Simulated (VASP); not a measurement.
A run of VASP 6.6.1 is set up as follows.

Contents of POSCAR:

```
Be2Sb3P
1.0
    4.8530119719      0.0000000033      0.0000000000
   -2.4265059888      4.2028316509      0.0000000000
    0.0000000000      0.0000000000      6.1408383787
Be Sb P
2 3 1
Direct
    0.6666666667      0.3333333333      0.1758908387
    0.6666666667      0.3333333333      0.8241091613
    0.0000000000      0.0000000000      0.5000000000
    0.3333333333      0.6666666667      0.0000000000
    0.3333333333      0.6666666667      0.5000000000
    0.0000000000      0.0000000000      0.0000000000
```

File INCAR.step1:

```
SYSTEM = Be2Sb3P
ALGO = Normal
EDIFF = 1E-4
ENCUT = 600
GGA = PE
ISMEAR = -1
LASPH = .TRUE.
LCHARG = .FALSE.
LREAL = .FALSE.
LWAVE = .TRUE.
NELM = 100
PREC = Accurate
SIGMA = 0.03
```

INCAR.step2

```
SYSTEM = Be2Sb3P
ALGO = Normal
BPARAM = 11.95
CPARAM = 0.0093
EDIFF = 1E-6
EDIFFG = -0.01
ENCUT = 600
IBRION = 2
ISIF = 3
ISMEAR = -1
ISTART = 1
IVDW_NL = 2
LASPH = .TRUE.
LCHARG = .FALSE.
LMIXTAU = .TRUE.
LREAL = .FALSE.
LUSE_VDW = .TRUE.
LWAVE = .FALSE.
METAGGA = R2SCAN
NELM = 100
NSW = 100
PREC = Accurate
SIGMA = 0.03
```

Contents of KPOINTS:

```
k-points
0
G
  6 6 4
  0 0 0
```

Potentials or basis: VASP PAW PBE potentials, release 64 (Be, Sb, P).

The run is started by

```console
$ cat potpaw_PBE.64/Be/POTCAR potpaw_PBE.64/Sb/POTCAR potpaw_PBE.64/P/POTCAR > POTCAR
$ cp INCAR.step1 INCAR
$ mpirun -np 1 vasp_std > vasp.out
$ cp INCAR.step2 INCAR
$ mpirun -np 1 vasp_std > vasp.out
```

Task: Estimate the space group after relaxing (to 0.1 Å).

Result: P-6m2 (No. 187).

Task: What does it give for the relaxed cell?

Result: a = 5.007 Å, b = 5.007 Å, c = 5.890 Å, α = 90.00°, β = 90.00°, γ = 120.00°.

Task: What does it give for the relaxed volume?

Result: 21.31 Å³/atom.

Forces on the atoms (eV/Å):
```
Be   0.000  0.000  0.006
Be   0.000  0.000 -0.006
Sb   0.000  0.000  0.000
Sb   0.000  0.000  0.000
Sb   0.000  0.000  0.000
P    0.000  0.000  0.000
```

Caveat: the highest band is partly filled, so the run has too few bands; the PAW data sets were made with another functional, which shifts forces and pressure a little.
